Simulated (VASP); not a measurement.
# Al (a cell with a defect) in VASP: a series of runs, part 2 of 2

VASP 6.6.1. Earlier steps stand in the parts before.

### 4 Single point, LDA

INCAR

```
PREC = Accurate
ENCUT = 520
EDIFF = 1E-6
ISMEAR = 0
SIGMA = 0.1
LREAL = Auto
LASPH = T
NELM = 100
ALGO = Normal
ISIF = 2
LWAVE = F
LCHARG = F
GGA = CA
NBANDS = 72
```

KPOINTS

```
Automatic mesh
0
Gamma
  3 3 3
```

POSCAR

```
Al
1.0
    8.1000000000      0.0000000000      0.0000000000
    0.0000000000      8.1000000000      0.0000000000
    0.0000000000      0.0000000000      8.1000000000
Al
33
Direct
    0.5003010181      0.0148068611      0.0002090992
    0.7547518316      0.2500160056      0.0000001018
    0.7475881534     -0.0025479129      0.2527671933
   -0.0001046395      0.0047419172     -0.0000036460
    0.2453780459      0.2500011553     -0.0000138255
    0.5002918177      0.4852785600      0.0002056279
    0.7647804123      0.7501263721      0.0002115008
    0.2523737597     -0.0020078487      0.2522195039
    0.5002921330      0.2501974941      0.2352680655
    0.7477284336      0.5026242640      0.2526210062
    0.4997066524      0.0581349357      0.4999424263
    0.7647794879      0.2502031965      0.5001242642
    0.7474326565     -0.0027059479      0.7472914708
   -0.0001183817      0.4953695200     -0.0000097481
    0.2352323399      0.7501184817      0.0002057595
   -0.0001180355      0.2500056690      0.2453606333
    0.2522122177      0.5020639506      0.2520606764
    0.4996872006      0.7499580570      0.1929648948
    0.0005857455      0.0147935897      0.5001222621
    0.2352336928      0.2501977293      0.5001166764
    0.4996871194      0.4429180272      0.4999336220
    0.8093374685      0.7499786560      0.4999528753
    0.2525480469     -0.0021762918      0.7478211179
    0.5003007447      0.2502005649      0.7647929959
    0.7475678121      0.5027907009      0.7474291923
    0.0005758793      0.7501205053      0.2352874157
    0.0005755031      0.4852994359      0.5001185355
    0.1941873438      0.7499561273      0.4999317758
   -0.0001049593      0.2500118588      0.7547327792
    0.2523926227      0.5022417242      0.7479705373
    0.4997060322      0.7499671134      0.8081857193
    0.0005852503      0.7501241345      0.7647804749
    0.5023788742      0.7507016741      0.5007691959
```

Potentials or basis: VASP PAW LDA potentials, release 64 (Al).

Started as:

```bash
cat potpaw_LDA.64/Al/POTCAR > POTCAR
mpirun -np 1 vasp_std > vasp.out
```

OUTCAR:

```text
PREC = Accurate
   ENCUT = 520
   EDIFF = 1E-6
   ISMEAR = 0
   LREAL = Auto
   LASPH = T
   NELM = 100
   ISIF = 2
   GGA = CA

 ion  position               nearest neighbor table
   1  0.500  0.015  0.000-  31 2.65  18 2.65   9 2.69  24 2.70   2 2.81   5 2.81   3 2.87   8 2.87
                            13 2.87  23 2.87   7 3.03  15 3.03
   2  0.755  0.250  0.000-  24 2.81   1 2.81   6 2.81   9 2.81  29 2.81   4 2.81  14 2.81  16 2.81
                            10 2.89   3 2.89  25 2.89  13 2.90
   3  0.748  0.997  0.253-   1 2.87   7 2.87   9 2.87  12 2.87  26 2.87  19 2.87  22 2.88  11 2.88
                            18 2.88  16 2.89   4 2.89   2 2.89
   4  1.000  0.005  1.000-   7 2.81  32 2.81  26 2.81  15 2.81   2 2.81  29 2.81  16 2.81   5 2.81
                             8 2.89  23 2.89   3 2.89  13 2.89
   5  0.245  0.250  1.000-  24 2.81   1 2.81   6 2.81   9 2.81  29 2.81   4 2.81  14 2.81  16 2.81
                            17 2.89   8 2.89  30 2.89  23 2.89
   6  0.500  0.485  0.000-  31 2.65  18 2.65   9 2.69  24 2.69   2 2.81   5 2.81  10 2.87  17 2.87
                            25 2.87  30 2.87   7 3.03  15 3.04
   7  0.765  0.750  0.000-  31 2.65  18 2.65  26 2.70  32 2.70   4 2.81  14 2.81   3 2.87  10 2.87
                            13 2.87  25 2.87   1 3.03   6 3.03
   8  0.252  0.998  0.252-  26 2.87  19 2.87  15 2.87   1 2.87  20 2.87   9 2.87  11 2.88  18 2.88
                            28 2.88   5 2.89  16 2.89   4 2.89
   9  0.500  0.250  0.235-  11 2.65  21 2.65   6 2.69   1 2.69   2 2.81   5 2.81  10 2.87  17 2.87
[... 32 lines left out ...]
                            21 2.88  14 2.89  29 2.89   2 2.89
  26  0.001  0.750  0.235-  22 2.64  28 2.66  15 2.69   7 2.70   4 2.81  14 2.81   8 2.87  17 2.87
                             3 2.87  10 2.87  19 3.03  27 3.03
  27  0.001  0.485  0.500-  22 2.64  28 2.66  20 2.69  12 2.70  29 2.81  16 2.81  30 2.87  17 2.87
                            25 2.87  10 2.87  32 3.03  26 3.03
  28  0.194  0.750  0.500-  33 2.50  26 2.66  27 2.66  19 2.66  32 2.66  17 2.88   8 2.88  30 2.88
                            23 2.88  22 3.12
  29  1.000  0.250  0.755-  12 2.81  19 2.81  27 2.81  20 2.81   2 2.81   4 2.81  14 2.81   5 2.81
                            30 2.89  23 2.89  25 2.89  13 2.89
  30  0.252  0.502  0.748-  27 2.87  32 2.87  20 2.87  24 2.87  15 2.87   6 2.87  31 2.88  21 2.88
                            28 2.88   5 2.89  14 2.89  29 2.89
  31  0.500  0.750  0.808-  33 2.49  15 2.65   6 2.65   1 2.65   7 2.65  30 2.88  23 2.88  25 2.88
                            13 2.88  18 3.12
[... 223 lines left out ...]
  energy-cutoff  :      520.00
  volume of cell :      531.44
 maximum number of plane-waves:     14358
   NGX = 31   NGY = 31   NGZ = 31

 number of electron      98.9999999 magnetization

 Free energy of the ion-electron system (eV)
  ---------------------------------------------------
  ext. energy  EPLUGINS =         0.00000000
  ---------------------------------------------------
  free energy    TOTEN  =      -136.56621384 eV

  energy without entropy =     -136.53671018  energy(sigma->0) =     -136.55146201

 E-fermi :   8.0604     XC(G=0): -10.4206

 val. band max:        8.0543554410   @ k =  -0.3333   0.0000   0.3333
 cond. band min:       8.1839135441   @ k =   0.3333   0.0000   0.0000
 fundamental gap:      0.1295581031
 Fermi energy:         8.0603616084

 k-point     1 :       0.0000    0.0000    0.0000
  band No.  band energies     occupation
      1      -3.2577      2.00000
      2      -1.2757      2.00000
      3      -1.2756      2.00000
      4      -0.9751      2.00000
      5      -0.8695      2.00000
      6      -0.8695      2.00000
[... 885 lines left out ...]
     60       9.6265      0.00000
     61       9.6265      0.00000
 [bands above 61 left out]

------------------------ aborting loop because EDIFF is reached ----------------------------------------

  FORCE on cell =-STRESS in cart. coord.  units (eV):
  Direction    XX          YY          ZZ          XY          YZ          ZX
  --------------------------------------------------------------------------------------
  -------------------------------------------------------------------------------------
  Total        4.3473472      4.3338303      4.3341677      0.0023463      0.0010840      0.0019906
  in kB       13.1062923     13.0655420     13.0665592      0.0070736      0.0032679      0.0060013
  external PRESSURE =      13.0794645 kB  Pullay stress =       0.0000000 kB

 VOLUME and BASIS-vectors are now :
 -----------------------------------------------------------------------------
  energy-cutoff  :      520.00
  volume of cell :      531.44
      direct lattice vectors                 reciprocal lattice vectors
     8.100000000  0.000000000  0.000000000     0.123456790  0.000000000  0.000000000
     0.000000000  8.100000000  0.000000000     0.000000000  0.123456790  0.000000000
     0.000000000  0.000000000  8.100000000     0.000000000  0.000000000  0.123456790

 POSITION                                       TOTAL-FORCE (eV/Angst)
 -----------------------------------------------------------------------------------
      4.05244      0.11994      0.00169        -0.001515     -0.000904     -0.000240
      6.11349      2.02513      0.00000         0.009175      0.000065      0.000135
      6.05546      8.07936      2.04741         0.000259     -0.001012      0.002285
      8.09915      0.03841      8.09997        -0.000803      0.008051      0.000243
      1.98756      2.02501      8.09989        -0.005777      0.000380      0.000432
      4.05236      3.93076      0.00167        -0.001446      0.002462     -0.000184
[... 25 lines left out ...]
      0.00474      6.07601      6.19472         0.000175     -0.000614     -0.000769
      4.06927      6.08068      4.05623        -0.005950     -0.002542     -0.002464
 -----------------------------------------------------------------------------------
    total drift:                               -0.016587     -0.007798     -0.008358

  FREE ENERGIE OF THE ION-ELECTRON SYSTEM (eV)
  ---------------------------------------------------
  free  energy   TOTEN  =      -136.5662138408 eV

  energy  without entropy=     -136.5367101763  energy(sigma->0) =     -136.55146201
```

OSZICAR:

```text
N       E                     dE             d eps       ncg     rms          rms(c)
DAV:   1     0.128321851870E+03    0.12832E+03   -0.34872E+04  2016   0.111E+03
DAV:   2    -0.122590017155E+03   -0.25091E+03   -0.23561E+03  2368   0.146E+02
DAV:   3    -0.137437791202E+03   -0.14848E+02   -0.14187E+02  2504   0.282E+01
DAV:   4    -0.137743094984E+03   -0.30530E+00   -0.30249E+00  2352   0.418E+00
DAV:   5    -0.137746417878E+03   -0.33229E-02   -0.33194E-02  2352   0.494E-01    0.834E+00
DAV:   6    -0.136953816027E+03    0.79260E+00   -0.50003E-01  2312   0.173E+00    0.478E+00
DAV:   7    -0.136588201120E+03    0.36561E+00   -0.36739E-01  2264   0.144E+00    0.810E-01
DAV:   8    -0.136570474343E+03    0.17727E-01   -0.26576E-02  2200   0.439E-01    0.580E-01
DAV:   9    -0.136567109579E+03    0.33648E-02   -0.36145E-03  2352   0.141E-01    0.345E-01
DAV:  10    -0.136566229974E+03    0.87960E-03   -0.56887E-04  2328   0.618E-02    0.610E-02
DAV:  11    -0.136566215182E+03    0.14792E-04   -0.21024E-05  2352   0.126E-02    0.269E-02
DAV:  12    -0.136566213822E+03    0.13595E-05   -0.58111E-06  2280   0.593E-03    0.427E-03
DAV:  13    -0.136566213841E+03   -0.18323E-07   -0.42654E-07  1248   0.200E-03
   1 F= -.13656621E+03 E0= -.13655146E+03  d E =-.295037E-01
```

It took 13 min on 1 thread of Oxide Virtual Turin-like, shared host; peak memory 0.52 GiB.

What came out:

```
Free energy   : -136.5662 eV
Pressure      : 1.3 GPa
Largest force : 0.018 eV/Å
```

Forces on the atoms (eV/Å):
```
Al  -0.002 -0.001  0.000
Al   0.009  0.000  0.000
Al   0.000 -0.001  0.002
Al  -0.001  0.008  0.000
Al  -0.006  0.000  0.000
Al  -0.001  0.002  0.000
Al   0.000 -0.001  0.000
Al   0.002  0.001  0.000
Al  -0.001  0.000  0.003
Al   0.000  0.002  0.002
Al  -0.001  0.016  0.000
Al   0.000  0.000 -0.001
Al   0.001 -0.001 -0.001
Al  -0.001 -0.007  0.000
Al   0.003 -0.001  0.000
Al  -0.001  0.001 -0.007
Al   0.002  0.001  0.001
Al  -0.002 -0.001 -0.017
Al   0.000 -0.001 -0.001
Al   0.003  0.000 -0.001
Al  -0.002 -0.017 -0.001
Al   0.015 -0.001 -0.001
Al   0.002  0.000  0.000
Al  -0.002  0.000 -0.001
Al   0.001  0.002 -0.001
Al   0.000 -0.001  0.002
Al   0.000  0.002 -0.001
Al  -0.018  0.000  0.000
Al  -0.001  0.000  0.008
Al   0.002  0.000  0.001
Al  -0.001 -0.001  0.016
Al   0.000 -0.001 -0.001
Al  -0.006 -0.003 -0.002
```

Levels at points of the mesh, in eV from the Fermi level:
| k point | band 47 | band 48 | band 49 | band 50 | band 51 | band 52 |
| --- | --- | --- | --- | --- | --- | --- |
| (0.00, 0.00, 0.00) | -0.46 | -0.08 | 0.24 | 0.24 | 0.24 | 0.43 |
